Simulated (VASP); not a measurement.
# Si (P6_3/mmc) in VASP: notebook

Runs on Si. Level: r2SCAN. Tasks: single point, relaxation of cell and atoms.

Everything below comes from runs of VASP 6.6.1. Logs are shortened: lines on timing, memory, paths and dates and some standing lists are left out, and cuts for length are marked.

### Step 1. The cell of the first run

Symmetry: P6_3/mmc, No. 194, hexagonal system. Conventional cell: a = 3.832 Å, b = 3.832 Å, c = 6.342 Å, α = 90.00°, β = 90.00°, γ = 120.00°. Si (site symmetry 3m) has 4 Si at 2.35 to 2.37 Å within 3.1 Å.

### Step 2. Single point, r2SCAN

POSCAR reads:

```
Si
1.0
    3.8320446697      0.0000000000      0.0000000000
   -1.9160223349      3.3186480324      0.0000000000
    0.0000000000      0.0000000000      6.3415502454
Si
4
Direct
    0.3333333333      0.6666666667      0.0000652499
    0.6666666667      0.3333333333      0.5000652499
    0.3333333333      0.6666666667      0.3739347501
    0.6666666667      0.3333333333      0.8739347501
```

INCAR.step1 reads:

```
SYSTEM = Si
ALGO = Normal ; EDIFF = 1E-4
ENCUT = 520 ; GGA = PE
ISMEAR = 0 ; LASPH = .TRUE.
LCHARG = .FALSE. ; LREAL = .FALSE.
LWAVE = .TRUE. ; NBANDS = 16
NELM = 80 ; PREC = Accurate
SIGMA = 0.01
```

INCAR.step2 reads:

```
SYSTEM = Si
ALGO = Normal ; EDIFF = 1E-7
ENCUT = 520 ; ISIF = 2
ISMEAR = 0 ; ISTART = 1
LASPH = .TRUE. ; LCHARG = .TRUE.
LELF = .TRUE. ; LMIXTAU = .TRUE.
LREAL = .FALSE. ; LVHAR = .TRUE.
LWAVE = .FALSE. ; METAGGA = R2SCAN
NBANDS = 16 ; NELM = 80
PREC = Accurate ; SIGMA = 0.01
```

KPOINTS reads:

```
k-points
0
G
  9 9 6
  0 0 0
```

Potentials or basis: VASP PAW PBE potentials, release 64 (Si).

Started as:

```
> cat potpaw_PBE.64/Si/POTCAR > POTCAR
> cp INCAR.step1 INCAR
> mpirun -np 1 vasp_std > vasp.out
> cp INCAR.step2 INCAR
> mpirun -np 1 vasp_std > vasp.out
```

OUTCAR:

```text
SYSTEM = Si
   EDIFF = 1E-7
   ENCUT = 520
   ISIF = 2
   ISMEAR = 0
   ISTART = 1
   LASPH = .TRUE.
   LREAL = .FALSE.
   METAGGA = R2SCAN
   NELM = 80
   PREC = Accurate

 ion  position               nearest neighbor table
   1  0.333  0.667  0.000-   4 2.35   4 2.35   4 2.35   3 2.37
   2  0.667  0.333  0.500-   3 2.35   3 2.35   3 2.35   4 2.37
   3  0.333  0.667  0.374-   2 2.35   2 2.35   2 2.35   1 2.37
   4  0.667  0.333  0.874-   1 2.35   1 2.35   1 2.35   2 2.37

  LATTYP: Found a hexagonal cell.
 ALAT       =     3.8320446697
 C/A-ratio  =     1.6548737794

  Lattice vectors:

 A1 = (   3.8320446697,   0.0000000000,   0.0000000000)
 A2 = (  -1.9160223349,   3.3186480324,   0.0000000000)
 A3 = (   0.0000000000,   0.0000000000,   6.3415502454)

Analysis of symmetry for initial positions (statically):
=====================================================================
 Subroutine PRICEL returns:
 Original cell was already a primitive cell.

 Routine SETGRP: Setting up the symmetry group for a
 hexagonal supercell.

 Subroutine GETGRP returns: Found 24 space group operations
 (whereof  6 operations were pure point group operations)
 out of a pool of 24 trial point group operations.

The static configuration has the point symmetry C_3v.
 The point group associated with its full space group is D_6h.

Analysis of symmetry for dynamics (positions and initial velocities):
=====================================================================
 Subroutine PRICEL returns:
 Original cell was already a primitive cell.

 Routine SETGRP: Setting up the symmetry group for a
 hexagonal supercell.

 Subroutine GETGRP returns: Found 24 space group operations
 (whereof  6 operations were pure point group operations)
 out of a pool of 24 trial point group operations.

The dynamic configuration has the point symmetry C_3v.
 The point group associated with its full space group is D_6h.

 Subroutine INISYM returns: Found 24 space group operations
 (whereof  6 operations are pure point group operations),
 and found     1 'primitive' translations

----------------------------------------------------------------------------------------

                                     Primitive cell

  volume of cell :      80.6468

  direct lattice vectors                    reciprocal lattice vectors
     3.832044670  0.000000000  0.000000000     0.260957292  0.150663763  0.000000000
    -1.916022335  3.318648032  0.000000000     0.000000000  0.301327526  0.000000000
     0.000000000  0.000000000  6.341550245     0.000000000  0.000000000  0.157690149

  length of vectors
     3.832044670  3.832044670  6.341550245     0.301327526  0.301327526  0.157690149

  position of ions in fractional coordinates (direct lattice)
     0.333333333  0.666666667  0.000065250
     0.666666667  0.333333333  0.500065250
     0.333333333  0.666666667  0.373934750
     0.666666667  0.333333333  0.873934750

  ion indices of the primitive-cell ions
   primitive index   ion index
                 1           1
                 2           2
                 3           3
                 4           4

----------------------------------------------------------------------------------------

 KPOINTS: k-points

Automatic generation of k-mesh.
 Grid dimensions read from file:
 generate k-points for:    9    9    6

 Generating k-lattice:

  Cartesian coordinates                     Fractional coordinates (reciprocal lattice)
     0.028995255  0.016740418  0.000000000     0.111111111  0.000000000  0.000000000
     0.000000000  0.033480836  0.000000000     0.000000000  0.111111111  0.000000000
     0.000000000  0.000000000  0.026281691     0.000000000  0.000000000  0.166666667

  Length of vectors
     0.033480836  0.033480836  0.026281691

  Shift w.r.t. Gamma in fractional coordinates (k-lattice)
     0.000000000  0.000000000  0.000000000

 Subroutine IBZKPT returns following result:
 ===========================================

 Found     48 irreducible k-points:

 Following reciprocal coordinates:
            Coordinates               Weight
  0.000000  0.000000  0.000000      1.000000
  0.111111 -0.000000  0.000000      6.000000
  0.222222  0.000000  0.000000      6.000000
  0.333333 -0.000000  0.000000      6.000000
  0.444444  0.000000  0.000000      6.000000
  0.111111  0.111111  0.000000      6.000000
[... 16 lines left out ...]
  0.333333  0.222222  0.166667     24.000000
  0.333333  0.333333  0.166667      4.000000
 [... further k-points ...]
   k-points           NKPTS =     48   k-points in BZ     NKDIM =     48   number of bands    NBANDS=     16
   number of dos      NEDOS =    301   number of ions     NIONS =      4
   total plane-waves  NPLWV =  43200
   dimension x,y,z NGX =    30 NGY =   30 NGZ =   48
   dimension x,y,z NGXF=    60 NGYF=   60 NGZF=   96
   ions per type =               4
   NGX,Y,Z   is equivalent  to a cutoff of  13.01, 13.01, 12.58 a.u.
   NGXF,Y,Z  is equivalent  to a cutoff of  26.03, 26.03, 25.17 a.u.
 SYSTEM =  Si
   PREC   = accura    normal or accurate (medium, high low for compatibility)
   ISTART =      1    job   : 0-new  1-cont  2-samecut
   ICHARG =      0    charge: 1-file 2-atom 10-const
   ISPIN  =      1    spin polarized calculation?
   LNONCOLLINEAR =      F non collinear calculations
   LSORBIT =      F    spin-orbit coupling
   LASPH  =      T    aspherical Exc in radial PAW
   ENCUT  =  520.0 eV  38.22 Ry    6.18 a.u.   7.13  7.13 11.79*2*pi/ulx,y,z
   NELM   =     80;   NELMIN=  2; NELMDL=  0     # of ELM steps
   EDIFF  = 0.1E-06   stopping-criterion for ELM
   LREAL  =      F    real-space projection
   EDIFFG = 0.1E-05   stopping-criterion for IOM
   NSW    =      0    number of steps for IOM
   IBRION =     -1    ionic relax: 0-MD 1-quasi-New 2-CG
   NFREE  =      0    steps in history (QN), initial steepest desc. (CG)
   ISIF   =      2    stress and relaxation
   ISYM   =      2    0-nonsym 1-usesym 2-fastsym
   POTIM  = 0.5000    time-step for ionic-motion
   TEBEG  =    0.0;   TEEND  =   0.0 temperature during run
   PSTRESS=    0.0 pullay stress
   NELECT =      16.0000    total number of electrons
   NUPDOWN=      -1.0000    fix difference up-down
   EMIN   =  10.00;   EMAX   =-10.00  energy-range for DOS
   EFERMI =   0.00;   METHOD = LEGACY
   ISMEAR =     0;   SIGMA  =   0.01  broadening in eV -4-tet -1-fermi 0-gaus
   EFERMI_NEDOS =   21; number of points for ismear=-14 and -15
   IALGO  =     38    algorithm
   IMIX   =      4    mixing-type and parameters
     AMIX     =   0.40;   BMIX     =  1.00
     AMIX_MAG =   1.60;   BMIX_MAG =  1.00
  volume/ion in A,a.u.               =      20.16       136.06
  Fermi-wavevector in a.u.,A,eV,Ry     =   0.954815  1.804338 12.404038  0.911671
  Thomas-Fermi vector in A             =   2.083596
   LORBIT       =      0    0 simple, 1 ext, 2 COOP (PROOUT), +10 PAW based schemes
   METAGGA = R2SCAN    functional components
   LHFCALC =     F    Hartree Fock is set to
   AEXX    =    0.0000 exact exchange contribution
   IVDW    =     0    specifies the selected vdW correction
   LEPSILON=     F    determine dielectric tensor
   LRPA    =     F    only Hartree local field effects (RPA)
 non-spin polarized calculation
 Gauss-broadening in eV      SIGMA  =   0.01
  energy-cutoff  :      520.00
  volume of cell :       80.65
 maximum number of plane-waves:      2208
 NGX is ok and might be reduce to    30
   NGX = 15   NGY = 15   NGZ = 23

 number of electron      16.0000000 magnetization

 Free energy of the ion-electron system (eV)
  ---------------------------------------------------
  ext. energy  EPLUGINS =         0.00000000
  ---------------------------------------------------
  free energy    TOTEN  =       -35.04708103 eV

  energy without entropy =      -35.04708103  energy(sigma->0) =      -35.04708103

 E-fermi :   6.0460     XC(G=0):  -9.8231

 val. band max:        5.9373997443   @ k =   0.0000   0.0000   0.0000
 cond. band min:       6.5991806273   @ k =   0.4444   0.0000   0.0000
 fundamental gap:      0.6617808830
 Fermi energy:         6.0460408402

 k-point     1 :       0.0000    0.0000    0.0000
  band No.  band energies     occupation
      1      -6.8231      2.00000
      2      -4.4326      2.00000
      3      -1.5837      2.00000
      4       4.3348      2.00000
      5       4.3348      2.00000
      6       5.5590      2.00000
[... 8 lines left out ...]
     15      10.3874      0.00000
     16      12.2155      0.00000

 k-point     2 :       0.1111   -0.0000    0.0000
  band No.  band energies     occupation
      1      -6.6721      2.00000
      2      -4.2778      2.00000
      3      -1.5062      2.00000
      4       3.2516      2.00000
      5       4.0383      2.00000
      6       4.9229      2.00000
[... 8 lines left out ...]
     15      11.2085      0.00000
     16      11.4340      0.00000

 k-point     3 :       0.2222    0.0000    0.0000
  band No.  band energies     occupation
      1      -6.2264      2.00000
      2      -3.8197      2.00000
      3      -1.3820      2.00000
      4       1.6595      2.00000
      5       3.1304      2.00000
      6       3.4781      2.00000
[... 8 lines left out ...]
     15      12.1508      0.00000
     16      12.3783      0.00000

 k-point     4 :       0.3333   -0.0000    0.0000
  band No.  band energies     occupation
      1      -5.5200      2.00000
      2      -3.0865      2.00000
      3      -1.7267      2.00000
      4       0.8329      2.00000
      5       1.3778      2.00000
      6       3.0065      2.00000
[... 8 lines left out ...]
     15      13.4859      0.00000
     16      13.4917      0.00000

 k-point     5 :       0.4444    0.0000    0.0000
  band No.  band energies     occupation
      1      -4.7143      2.00000
      2      -2.6461      2.00000
      3      -2.2286      2.00000
      4      -0.0131      2.00000
      5       0.9954      2.00000
      6       2.7518      2.00000
[... 8 lines left out ...]
     15      12.8059      0.00000
     16      14.6481      0.00000

 k-point     6 :       0.1111    0.1111    0.0000
  band No.  band energies     occupation
      1      -6.3734      2.00000
      2      -3.9711      2.00000
      3      -1.3986      2.00000
      4       2.1599      2.00000
      5       3.3572      2.00000
      6       3.7120      2.00000
[... 8 lines left out ...]
     15      10.8953      0.00000
     16      11.8290      0.00000
[... 267 lines left out ...]
 k-point    21 :       0.4444    0.1111    0.1667
  band No.  band energies     occupation
      1      -4.3256      2.00000
      2      -2.9490      2.00000
      3      -1.9977      2.00000
      4      -0.5613      2.00000
      5       1.4359      2.00000
      6       2.3018      2.00000
[... 8 lines left out ...]
     15      14.4823      0.00000
     16      14.6701      0.00000

 k-point    22 :       0.2222    0.2222    0.1667
  band No.  band energies     occupation
      1      -5.0143      2.00000
      2      -3.0945      2.00000
      3      -1.6104      2.00000
      4       0.6786      2.00000
      5       1.4733      2.00000
      6       1.6117      2.00000
[... 8 lines left out ...]
     15      11.8809      0.00000
     16      12.6688      0.00000

 k-point    23 :       0.3333    0.2222    0.1667
  band No.  band energies     occupation
      1      -4.2019      2.00000
      2      -2.8699      2.00000
      3      -1.8584      2.00000
      4      -0.4110      2.00000
      5       1.0138      2.00000
      6       2.0062      2.00000
[... 8 lines left out ...]
     15      12.9560      0.00000
     16      13.8536      0.00000

 k-point    24 :       0.3333    0.3333    0.1667
  band No.  band energies     occupation
      1      -3.4454      2.00000
      2      -3.4454      2.00000
      3      -1.1541      2.00000
      4      -1.1541      2.00000
      5       0.6200      2.00000
      6       2.2312      2.00000
[... 8 lines left out ...]
     15      13.4459      0.00000
     16      13.6108      0.00000

 [... further k-points ...]

------------------------ aborting loop because EDIFF is reached ----------------------------------------

  FORCE on cell =-STRESS in cart. coord.  units (eV):
  Direction    XX          YY          ZZ          XY          YZ          ZX
  --------------------------------------------------------------------------------------
  -------------------------------------------------------------------------------------
  Total       -0.1069827     -0.1069827     -0.1200725      0.0000000      0.0000000      0.0000000
  in kB       -2.1253812     -2.1253812     -2.3854322      0.0000000      0.0000000      0.0000000
  external PRESSURE =      -2.2120648 kB  Pullay stress =       0.0000000 kB

 VOLUME and BASIS-vectors are now :
 -----------------------------------------------------------------------------
  energy-cutoff  :      520.00
  volume of cell :       80.65
      direct lattice vectors                 reciprocal lattice vectors
     3.832044670  0.000000000  0.000000000     0.260957292  0.150663763  0.000000000
    -1.916022335  3.318648032  0.000000000     0.000000000  0.301327526  0.000000000
     0.000000000  0.000000000  6.341550245     0.000000000  0.000000000  0.157690149

 POSITION                                       TOTAL-FORCE (eV/Angst)
 -----------------------------------------------------------------------------------
     -0.00000      2.21243      0.00041         0.000000      0.000000     -0.001186
      1.91602      1.10622      3.17119        -0.000000     -0.000000     -0.001186
     -0.00000      2.21243      2.37133         0.000000      0.000000      0.001186
      1.91602      1.10622      5.54210        -0.000000      0.000000      0.001186
 -----------------------------------------------------------------------------------
    total drift:                               -0.000000      0.000000      0.000411

  FREE ENERGIE OF THE ION-ELECTRON SYSTEM (eV)
  ---------------------------------------------------
  free  energy   TOTEN  =       -35.0470810283 eV

  energy  without entropy=      -35.0470810283  energy(sigma->0) =      -35.04708103
```

Run time: 2 min. Hardware: 1 thread of AMD EPYC 9R45 (Zen 5), shared host; peak memory 0.19 GiB.

What came out:

```yaml
Free_energy: -35.0471 eV
Pressure: -0.2 GPa
Band_gap_on_the_k_mesh: 0.66 eV, indirect (least direct gap 1.38 eV)
```

Levels at points of the mesh, in eV from the valence-band top:
```tsv
k point	band 4	band 5	band 6	band 7	band 8	band 9	band 10	band 11	band 12	band 13
(0.00, 0.00, 0.00)	-1.60	-1.60	-0.38	0.00	0.00	1.38	2.17	2.17	2.55	4.08
(0.00, 0.00, 0.50)	-4.40	-0.98	-0.98	-0.98	-0.98	2.15	2.15	3.21	3.21	3.21
```

Caveat: the PAW data sets were made with another functional, which shifts forces and pressure a little. r2SCAN opens gaps a little over a GGA but as a rule still falls short of measured ones.

### Step 3. Relaxation of cell and atoms, r2SCAN

This run uses another cell than the first one, of 19.97 Å³/atom, 0.990 times its volume.

POSCAR reads:

```
Si
1.0
    3.8200000000      0.0000000000      0.0000000000
   -1.9100000000      3.3082170425      0.0000000000
    0.0000000000      0.0000000000      6.3200000000
Si
4
Direct
    0.3333333333      0.6666666667      0.0000000000
    0.6666666667      0.3333333333      0.5000000000
    0.3333333333      0.6666666667      0.3740000000
    0.6666666667      0.3333333333      0.8740000000
```

INCAR.step1 reads:

```
  PREC = Accurate
  ENCUT = 600
  ISMEAR = 0
  SIGMA = 0.02
  LREAL = False
  LASPH = True
  NELM = 60
  GGA = PE
  ALGO = Normal
  EDIFF = 1E-4
  LWAVE = True
  LCHARG = False
```

INCAR.step2 reads:

```
  PREC = Accurate
  ENCUT = 600
  EDIFF = 1E-6
  ISMEAR = 0
  SIGMA = 0.02
  LREAL = False
  LASPH = True
  NELM = 60
  ALGO = Normal
  ISIF = 3
  LWAVE = False
  LCHARG = False
  METAGGA = R2SCAN
  LMIXTAU = True
  IBRION = 2
  NSW = 100
  EDIFFG = -0.002
  ISTART = 1
```

KPOINTS reads:

```
regular mesh
0
Gamma
  9 9 6
```

Potentials or basis: VASP PAW PBE potentials, release 64 (Si).

Started as:

```
> cat potpaw_PBE.64/Si/POTCAR > POTCAR
> cp INCAR.step1 INCAR
> mpirun -np 1 vasp_std > vasp.out
> cp INCAR.step2 INCAR
> mpirun -np 1 vasp_std > vasp.out
```

It took 5.5 min on 1 thread of AMD EPYC 9R45 (Zen 5), shared host; peak memory 0.21 GiB.

The run converged. Its results:

```
Free energy                            : -35.0466 eV
Relaxed volume                         : 20.11 Å³/atom
Relaxed cell                           : a = 3.829 Å, b = 3.829 Å, c = 6.336 Å, α = 90.00°, β = 90.00°, γ = 120.00°
Space group after relaxing (to 0.05 Å) : P6_3/mmc (No. 194)
Energy gained by relaxing              : 0.3 meV/atom
Ionic steps                            : 7
Pressure after relaxing                : 0.0 GPa
Band gap on the k mesh                 : 0.66 eV, indirect (least direct gap 1.38 eV)
```

Step by step:
| step | energy change (eV) | largest force (eV/Å) | pressure (GPa) | volume (Å³) |
| --- | --- | --- | --- | --- |
| 1 | 0.0000 | 0.0119 | 0.73 | 79.87 |
| 2 | -0.0005 | 0.0101 | -0.56 | 80.93 |
| 3 | -0.0013 | 0.0006 | 0.00 | 80.46 |
| 4 | -0.0013 | 0.0008 | -0.01 | 80.47 |
| 5 | -0.0013 | 0.0026 | 0.00 | 80.46 |
| 6 | -0.0013 | 0.0024 | 0.00 | 80.46 |
| 7 | -0.0013 | 0.0019 | 0.00 | 80.46 |

Final structure:
```
Si
1.0
     3.82921    0.00000    0.00000
    -1.91460    3.31619    0.00000
     0.00000    0.00000    6.33623
Si
4
Direct
  0.33333 0.66667 0.00005
  0.66667 0.33333 0.50005
  0.33333 0.66667 0.37395
  0.66667 0.33333 0.87395
```

Levels at points of the mesh, in eV from the valence-band top:
| k point | band 6 | band 7 | band 8 | band 9 | band 10 | band 11 |
| --- | --- | --- | --- | --- | --- | --- |
| (0.00, 0.00, 0.00) | -0.38 | 0.00 | 0.00 | 1.38 | 2.17 | 2.17 |
| (0.00, 0.00, 0.50) | -0.98 | -0.98 | -0.98 | 2.16 | 2.16 | 3.21 |

Caveat: the PAW data sets were made with another functional, which shifts forces and pressure a little. A k mesh can miss the band edges.
